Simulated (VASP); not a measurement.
# CoSi3 in VASP: a series of runs

The runs below take CoSi3 through relaxation of cell and atoms, with PBE.

Everything below comes from runs of VASP 6.6.1. Logs are shortened: lines on timing, memory, paths and dates and some standing lists are left out, and cuts for length are marked.

### Step 1. The cell of the first run

It takes space group P6/mmm (No. 191, hexagonal). The conventional cell has a = 3.910 Å, b = 3.910 Å, c = 4.926 Å, α = 90.00°, β = 90.00°, γ = 120.00°. Within 4.2 Å of Co (site symmetry 6/mmm) lie 24 Si at 3.14 to 4.19 Å and 6 Co at 3.91 Å. Within 2.6 Å of Si (site symmetry mmm) lie 4 Si at 1.95 Å.

The cell was generated, and may not be a known phase.

### Step 2. Relaxation of cell and atoms, PBE, collinear spin, ferromagnetic start

The input, INCAR:

```
SYSTEM = CoSi3
PREC     = Accurate       ! precision mode
ENCUT    = 600            ! plane-wave cutoff, eV
EDIFF    = 1E-7           ! SCF threshold, eV
ISMEAR   = 0              ! smearing method
SIGMA    = 0.2            ! smearing width, eV
LREAL    = .FALSE.        ! projectors in reciprocal space
LASPH    = .TRUE.         ! aspherical terms in the spheres
NELM     = 200            ! most SCF steps
ALGO     = Normal         ! electronic algorithm
ISIF     = 3              ! what is computed and relaxed
LWAVE    = .FALSE.        ! write WAVECAR
LCHARG   = .FALSE.        ! write CHGCAR
ISPIN    = 2              ! spin polarisation
MAGMOM   = 3 0 0 0        ! initial moments
LORBIT   = 11             ! projections on sites
LMAXMIX  = 4              ! l up to which the mixer works
GGA      = PE             ! functional
IBRION   = 2              ! ionic algorithm
NSW      = 36             ! ionic steps
EDIFFG   = -0.08          ! ionic threshold
GGA_COMPAT= .FALSE.      
NELMIN   = 4
```

The input, KPOINTS:

```
regular mesh
0
G
  6 6 4
  0 0 0
```

The input, POSCAR:

```
CoSi3
1.0
    3.9098256700      0.0000000000      0.0000000000
   -1.9549128400      3.3860083600      0.0000000000
    0.0000000000      0.0000000000      4.9255605500
Co Si
1 3
Direct
    0.0000000000      0.0000000000      0.0000000000
    0.5000000000      0.0000000000      0.5000000000
    0.0000000000      0.5000000000      0.5000000000
    0.5000000000      0.5000000000      0.5000000000
```

Potentials or basis: VASP PAW PBE potentials, release 64 (Co, Si).

Run with:

```
cat potpaw_PBE.64/Co/POTCAR potpaw_PBE.64/Si/POTCAR > POTCAR
mpirun -np 1 vasp_std > vasp.out
```

OUTCAR:

```text
SYSTEM = CoSi3
   PREC = Accurate
   ENCUT = 600
   EDIFF = 1E-7
   ISMEAR = 0
   LREAL = .FALSE.
   LASPH = .TRUE.
   NELM = 200
   ISIF = 3
   ISPIN = 2
   LORBIT = 11
   GGA = PE
   IBRION = 2
   NSW = 36
   EDIFFG = -0.08
   NELMIN = 4

 ion  position               nearest neighbor table
   1  0.000  0.000  0.000-
   2  0.500  0.000  0.500-   3 1.95   3 1.95   4 1.95   4 1.95
   3  0.000  0.500  0.500-   4 1.95   4 1.95   2 1.95   2 1.95
   4  0.500  0.500  0.500-   3 1.95   3 1.95   2 1.95   2 1.95

  LATTYP: Found a hexagonal cell.
 ALAT       =     3.9098256700
 C/A-ratio  =     1.2597903246

  Lattice vectors:

 A1 = (   3.9098256700,   0.0000000000,   0.0000000000)
 A2 = (  -1.9549128400,   3.3860083600,   0.0000000000)
 A3 = (   0.0000000000,   0.0000000000,   4.9255605500)

Analysis of symmetry for initial positions (statically):
=====================================================================
 Subroutine PRICEL returns:
 Original cell was already a primitive cell.

 Routine SETGRP: Setting up the symmetry group for a
 hexagonal supercell.

 Subroutine GETGRP returns: Found 24 space group operations
 (whereof 24 operations were pure point group operations)
 out of a pool of 24 trial point group operations.

The static configuration has the point symmetry D_6h.

Analysis of symmetry for dynamics (positions and initial velocities):
=====================================================================
 Subroutine PRICEL returns:
 Original cell was already a primitive cell.

 Routine SETGRP: Setting up the symmetry group for a
 hexagonal supercell.

 Subroutine GETGRP returns: Found 24 space group operations
 (whereof 24 operations were pure point group operations)
 out of a pool of 24 trial point group operations.

The dynamic configuration has the point symmetry D_6h.

Analysis of structural, dynamic, and magnetic symmetry:
=====================================================================
 Subroutine PRICEL returns:
 Original cell was already a primitive cell.

 Routine SETGRP: Setting up the symmetry group for a
 hexagonal supercell.

 Subroutine GETGRP returns: Found 24 space group operations
 (whereof 24 operations were pure point group operations)
 out of a pool of 24 trial point group operations.

The overall configuration has the point symmetry D_6h.

 Subroutine INISYM returns: Found 24 space group operations
 (whereof 24 operations are pure point group operations),
 and found     1 'primitive' translations

----------------------------------------------------------------------------------------

                                     Primitive cell

  volume of cell :      65.2080

  direct lattice vectors                    reciprocal lattice vectors
     3.909825670  0.000000000  0.000000000     0.255765879  0.147666499  0.000000000
    -1.954912840  3.386008360  0.000000000     0.000000000  0.295332998  0.000000000
     0.000000000  0.000000000  4.925560550     0.000000000  0.000000000  0.203022578

  length of vectors
     3.909825670  3.909825677  4.925560550     0.295332998  0.295332998  0.203022578

  position of ions in fractional coordinates (direct lattice)
     0.000000000  0.000000000  0.000000000
     0.500000000  0.000000000  0.500000000
     0.000000000  0.500000000  0.500000000
     0.500000000  0.500000000  0.500000000

  ion indices of the primitive-cell ions
   primitive index   ion index
                 1           1
                 2           2
                 3           3
                 4           4

----------------------------------------------------------------------------------------

 KPOINTS: regular mesh

Automatic generation of k-mesh.
 Grid dimensions read from file:
 generate k-points for:    6    6    4

 Generating k-lattice:

  Cartesian coordinates                     Fractional coordinates (reciprocal lattice)
     0.042627647  0.024611083  0.000000000     0.166666667  0.000000000  0.000000000
     0.000000000  0.049222166  0.000000000     0.000000000  0.166666667  0.000000000
     0.000000000  0.000000000  0.050755644     0.000000000  0.000000000  0.250000000

  Length of vectors
     0.049222166  0.049222166  0.050755644

  Shift w.r.t. Gamma in fractional coordinates (k-lattice)
     0.000000000  0.000000000  0.000000000

 Subroutine IBZKPT returns following result:
 ===========================================

 Found     21 irreducible k-points:

 Following reciprocal coordinates:
            Coordinates               Weight
  0.000000  0.000000  0.000000      1.000000
  0.166667  0.000000  0.000000      6.000000
  0.333333 -0.000000  0.000000      6.000000
  0.500000  0.000000  0.000000      3.000000
  0.166667  0.166667  0.000000      6.000000
  0.333333  0.166667  0.000000     12.000000
[... 13 lines left out ...]
  0.333333  0.166667  0.500000     12.000000
  0.333333  0.333333  0.500000      2.000000
   k-points           NKPTS =     21   k-points in BZ     NKDIM =     21   number of bands    NBANDS=     16
   number of dos      NEDOS =    301   number of ions     NIONS =      4
   total plane-waves  NPLWV =  40960
   dimension x,y,z NGX =    32 NGY =   32 NGZ =   40
   dimension x,y,z NGXF=    64 NGYF=   64 NGZF=   80
   ions per type =               1   3
   NGX,Y,Z   is equivalent  to a cutoff of  13.61, 13.61, 13.50 a.u.
   NGXF,Y,Z  is equivalent  to a cutoff of  27.21, 27.21, 27.00 a.u.
 SYSTEM =  CoSi3
   PREC   = accura    normal or accurate (medium, high low for compatibility)
   ISTART =      0    job   : 0-new  1-cont  2-samecut
   ICHARG =      2    charge: 1-file 2-atom 10-const
   ISPIN  =      2    spin polarized calculation?
   LNONCOLLINEAR =      F non collinear calculations
   LSORBIT =      F    spin-orbit coupling
   LASPH  =      T    aspherical Exc in radial PAW
   ENCUT  =  600.0 eV  44.10 Ry    6.64 a.u.   7.81  7.81  9.84*2*pi/ulx,y,z
   NELM   =    200;   NELMIN=  4; NELMDL= -5     # of ELM steps
   EDIFF  = 0.1E-06   stopping-criterion for ELM
   LREAL  =      F    real-space projection
   EDIFFG = -.8E-01   stopping-criterion for IOM
   NSW    =     36    number of steps for IOM
   IBRION =      2    ionic relax: 0-MD 1-quasi-New 2-CG
   NFREE  =      1    steps in history (QN), initial steepest desc. (CG)
   ISIF   =      3    stress and relaxation
   ISYM   =      2    0-nonsym 1-usesym 2-fastsym
   POTIM  = 0.5000    time-step for ionic-motion
   TEBEG  =    0.0;   TEEND  =   0.0 temperature during run
   PSTRESS=    0.0 pullay stress
   NELECT =      21.0000    total number of electrons
   NUPDOWN=      -1.0000    fix difference up-down
   EMIN   =  10.00;   EMAX   =-10.00  energy-range for DOS
   EFERMI =   0.00;   METHOD = LEGACY
   ISMEAR =     0;   SIGMA  =   0.20  broadening in eV -4-tet -1-fermi 0-gaus
   EFERMI_NEDOS =   21; number of points for ismear=-14 and -15
   IALGO  =     38    algorithm
   IMIX   =      4    mixing-type and parameters
     AMIX     =   0.40;   BMIX     =  1.00
     AMIX_MAG =   1.60;   BMIX_MAG =  1.00
  volume/ion in A,a.u.               =      16.30       110.01
  Fermi-wavevector in a.u.,A,eV,Ry     =   1.122141  2.120540 17.132473  1.259201
  Thomas-Fermi vector in A             =   2.258799
   LORBIT       =     11    0 simple, 1 ext, 2 COOP (PROOUT), +10 PAW based schemes
   GGA     = PE    functional components
   LHFCALC =     F    Hartree Fock is set to
   AEXX    =    0.0000 exact exchange contribution
   IVDW    =     0    specifies the selected vdW correction
   LEPSILON=     F    determine dielectric tensor
   LRPA    =     F    only Hartree local field effects (RPA)
 conjugate gradient relaxation of ions
 spin polarized calculation
 Gauss-broadening in eV      SIGMA  =   0.20
  energy-cutoff  :      600.00
  volume of cell :       65.21
 maximum number of plane-waves:      2197
 NGX is ok and might be reduce to    32
   NGX = 15   NGY = 15   NGZ = 19

--------------------------------------- Ionic step        1  -------------------------------------------

 number of electron      20.9999998 magnetization       1.7143293

 Free energy of the ion-electron system (eV)
  ---------------------------------------------------
  ext. energy  EPLUGINS =         0.00000000
  ---------------------------------------------------
  free energy    TOTEN  =       -11.23282479 eV

  energy without entropy =      -11.12212921  energy(sigma->0) =      -11.17747700

------------------------ aborting loop because EDIFF is reached ----------------------------------------

  FORCE on cell =-STRESS in cart. coord.  units (eV):
  Direction    XX          YY          ZZ          XY          YZ          ZX
  --------------------------------------------------------------------------------------
  -------------------------------------------------------------------------------------
  Total       39.2606792     39.2606794     -8.6123197     -0.0000001      0.0000000      0.0000000
  in kB      964.6445375    964.6445406   -211.6068121     -0.0000014      0.0000000      0.0000000
  external PRESSURE =     572.5607554 kB  Pullay stress =       0.0000000 kB
[... 2520 lines left out ...]
      3       2.7640      1.00000
      4       4.2129      1.00000
      5       4.2129      1.00000
      6       5.9476      1.00000
[... 8 lines left out ...]
     15      13.4547      0.00000
     16      14.8249      0.00000

[... ionic steps 4 to 10 ...]

--------------------------------------- Ionic step       11  -------------------------------------------

 number of electron      21.0000011 magnetization       0.0000008

 number of electron      21.0000011 magnetization      -0.0000242
[... 73 lines left out ...]
--------------------------------------- Ionic step       13  -------------------------------------------

 number of electron      21.0000010 magnetization       0.0024448

 Free energy of the ion-electron system (eV)
  ---------------------------------------------------
  ext. energy  EPLUGINS =         0.00000000
  ---------------------------------------------------
  free energy    TOTEN  =       -22.03411713 eV

  energy without entropy =      -21.96747126  energy(sigma->0) =      -22.00079420

 E-fermi :  10.5497     XC(G=0): -11.7268

 val. band max:       10.5353252541   @ k =   0.3333  -0.0000   0.5000
 cond. band min:      10.5497270605   @ k =   0.1667   0.0000   0.5000
 fundamental gap:      0.0144018064
 Fermi energy:        10.5496886615
[... 832 lines left out ...]
  FREE ENERGIE OF THE ION-ELECTRON SYSTEM (eV)
  ---------------------------------------------------
  free  energy   TOTEN  =       -22.0341171309 eV

  energy  without entropy=      -21.9674712639  energy(sigma->0) =      -22.00079420

 reached required accuracy - stopping structural energy minimisation

 total charge

# of ion       s       p       d       tot
------------------------------------------
    1        0.355   0.361   7.403   8.119
    2        0.778   0.841   0.000   1.618
    3        0.778   0.841   0.000   1.618
    4        0.778   0.841   0.000   1.618
--------------------------------------------------
tot          2.688   2.884   7.403  12.974

 magnetization (x)

# of ion       s       p       d       tot
------------------------------------------
    1       -0.000  -0.000   0.003   0.003
    2        0.000   0.000   0.000   0.000
    3        0.000   0.000   0.000   0.000
    4        0.000   0.000   0.000   0.000
--------------------------------------------------
tot          0.000   0.000   0.003   0.003
```

Run time: 19 min. Hardware: 1 thread of Oxide Virtual Turin-like, shared host; peak memory 0.23 GiB.

Results:

```yaml
Free_energy: -22.0341 eV
Relaxed_volume: 13.14 Å³/atom
Relaxed_cell: a = 4.772 Å, b = 4.772 Å, c = 2.666 Å, α = 90.00°, β = 90.00°, γ = 120.00°
Space_group_after_relaxing_to_0.1_Å: P6/mmm (No. 191)
Energy_gained_by_relaxing: 2700.3 meV/atom
Ionic_steps: 13
Pressure_after_relaxing: 0.1 GPa
Net_moment: 0.00 μB per cell
Valence_electrons_inside_the_program's_atomic_spheres: Co 8.12; Si 1.62
```

Stress tensor (GPa, compression positive):
```
 0.15  0.00  0.00
 0.00  0.15  0.00
 0.00  0.00 -0.04
```

The path:
| step | energy change (eV) | largest force (eV/Å) | pressure (GPa) | volume (Å³) |
| --- | --- | --- | --- | --- |
| 1 | 0.0000 | 0.0000 | 57.26 | 65.21 |
| 2 | -3.6673 | 0.0000 | -12.99 | 126.88 |
| 3 | -6.3239 | 0.0000 | -7.66 | 92.75 |
| 4 | -6.3304 | 0.0000 | -7.34 | 91.98 |
| 5 | -6.3297 | 0.0000 | -6.46 | 90.83 |
| 6 | -7.3443 | 0.0000 | -8.03 | 81.68 |
| 7 | -8.7843 | 0.0000 | -9.51 | 69.96 |
| 8 | -10.2523 | 0.0000 | 20.93 | 46.37 |
| 9 | -10.3233 | 0.0000 | -7.44 | 58.58 |
| 10 | -10.7940 | 0.0000 | 0.46 | 52.49 |
| 11 | -10.7951 | 0.0000 | 2.25 | 51.71 |
| 12 | -10.7908 | 0.0000 | -2.78 | 53.73 |
| 13 | -10.8013 | 0.0000 | 0.09 | 52.57 |

Final structure:
```yaml
crystal:
  lattice:
    - [4.77154, 0.00000, 0.00000]
    - [-2.38577, 4.13227, 0.00000]
    - [0.00000, 0.00000, 2.66623]
  atoms:
    - { symbol: Co, position: [0.00000, 0.00000, 0.00000] }
    - { symbol: Si, position: [0.50000, 0.00000, 0.50000] }
    - { symbol: Si, position: [0.00000, 0.50000, 0.50000] }
    - { symbol: Si, position: [0.50000, 0.50000, 0.50000] }
```

Levels at points of the mesh, in eV from the Fermi level:
Spin up:
```csv
k point,band 7,band 8,band 9,band 10,band 11,band 12,band 13,band 14
"(0.00, 0.00, 0.00)",-3.22,-0.82,-0.82,-0.39,-0.37,-0.37,4.53,6.32
"(0.50, 0.00, 0.00)",-1.28,-0.88,-0.83,-0.05,0.81,1.87,2.01,5.61
"(0.00, 0.00, 0.50)",-2.81,-1.76,-1.76,-0.06,0.84,0.84,1.00,1.51
"(0.50, 0.00, 0.50)",-2.15,-1.83,-1.70,-1.48,-0.03,0.06,2.18,2.44
```
Spin down:
```tsv
k point	band 7	band 8	band 9	band 10	band 11	band 12	band 13	band 14
(0.00, 0.00, 0.00)	-3.22	-0.81	-0.81	-0.38	-0.37	-0.37	4.53	6.32
(0.50, 0.00, 0.00)	-1.28	-0.88	-0.83	-0.05	0.81	1.87	2.01	5.61
(0.00, 0.00, 0.50)	-2.81	-1.76	-1.76	-0.06	0.84	0.84	1.00	1.51
(0.50, 0.00, 0.50)	-2.15	-1.83	-1.70	-1.48	-0.03	0.06	2.18	2.44
```

Caveat: the volume moved by over 15 % at a fixed basis, so the end points are rough; the moments typed at the start vanished in this run.

### Step 3. Relaxation of cell and atoms, PBE, collinear spin, ferromagnetic start

This run uses another cell than the first one, of 16.50 Å³/atom.

The input, INCAR:

```
SYSTEM = CoSi3
  PREC = Accurate
  ENCUT = 600
  EDIFF = 1E-7
  ISMEAR = 0
  SIGMA = 0.2
  LREAL = .FALSE.
  LASPH = .TRUE.
  NELM = 200
  ALGO = Normal
  ISIF = 3
  LWAVE = .FALSE.
  LCHARG = .FALSE.
  ISPIN = 2
  MAGMOM = 3 0 0 0
  LORBIT = 11
  LMAXMIX = 4
  GGA = PE
  IBRION = 2
  NSW = 36
  EDIFFG = -0.08
  GGA_COMPAT = .FALSE.
  NELMIN = 4
```

The input, KPOINTS:

```
Automatic mesh
0
G
  6 6 4
  0 0 0
```

The input, POSCAR:

```
CoSi3
1.0
    3.7366055200      0.0000000000      0.0000000000
   -1.8683027600      3.2359953100      0.0000000000
    0.0000000000      0.0000000000      5.4576859800
Co Si
1 3
Direct
    0.0000000000      0.0000000000      0.7051151300
    0.5000000000      0.0000000000      0.6908809100
    0.0000000000      0.5000000000      0.6908809100
    0.5000000000      0.5000000000      0.6908809100
```

Potentials or basis: VASP PAW PBE potentials, release 64 (Co, Si).

Run with:

```
cat potpaw_PBE.64/Co/POTCAR potpaw_PBE.64/Si/POTCAR > POTCAR
mpirun -np 1 vasp_std > vasp.out
```

It took 22 min on 1 thread of Oxide Virtual Turin-like, shared host; peak memory 0.23 GiB.

Results (log left out):

```yaml
Free_energy: -20.8152 eV
Relaxed_volume: 25.47 Å³/atom
Relaxed_cell: a = 4.686 Å, b = 4.686 Å, c = 5.356 Å, α = 90.00°, β = 90.00°, γ = 120.00°
Space_group_after_relaxing_to_0.1_Å: P6/mmm (No. 191)
Pressure_after_relaxing: -0.2 GPa
Largest_force_after_relaxing: 0.015 eV/Å
Net_moment: 0.00 μB per cell
Valence_electrons_inside_the_program's_atomic_spheres: Co 8.41; Si 1.65
```

Forces on the atoms (eV/Å):
```
Co   0.000  0.000 -0.015
Si   0.000  0.000  0.005
Si   0.000  0.000  0.005
Si   0.000  0.000  0.005
```

Stress tensor (GPa, compression positive):
```
-0.12  0.00  0.00
 0.00 -0.12  0.00
 0.00  0.00 -0.31
```

Final structure:
```xyz
4
Lattice="4.6861 0.0000 0.0000 -2.3431 4.0583 0.0000 0.0000 0.0000 5.3564" Properties=species:S:1:pos:R:3 pbc="T T T"
Co    4.6861    0.0000    3.7257
Si    2.3431    0.0000    3.7177
Si   -1.1715    2.0291    3.7177
Si    1.1715    2.0291    3.7177
```

Levels at points of the mesh, in eV from the Fermi level:
Spin up:
```
           k point  band 9  band 10  band 11  band 12  band 13  band 14
(0.00, 0.00, 0.00)   -1.58    -1.26    -0.15    -0.15     0.34     2.64
(0.50, 0.00, 0.00)   -1.35    -0.96    -0.03     1.05     2.99     3.19
(0.00, 0.00, 0.50)   -1.60    -1.11    -0.13    -0.13     0.59     2.77
(0.50, 0.00, 0.50)   -1.79    -0.82    -0.20     1.11     2.65     3.15
```
Spin down:
```tsv
k point	band 8	band 9	band 10	band 11	band 12	band 13	band 14	band 15
(0.00, 0.00, 0.00)	-1.58	-1.58	-1.26	-0.15	-0.15	0.34	2.64	3.06
(0.50, 0.00, 0.00)	-1.77	-1.35	-0.96	-0.03	1.05	2.99	3.19	3.35
(0.00, 0.00, 0.50)	-1.60	-1.60	-1.11	-0.13	-0.13	0.59	2.77	2.77
(0.50, 0.00, 0.50)	-1.81	-1.79	-0.82	-0.20	1.11	2.65	3.15	3.24
```

Caveat: the volume moved by over 15 % at a fixed basis, so the end points are rough; the moments typed at the start vanished in this run.
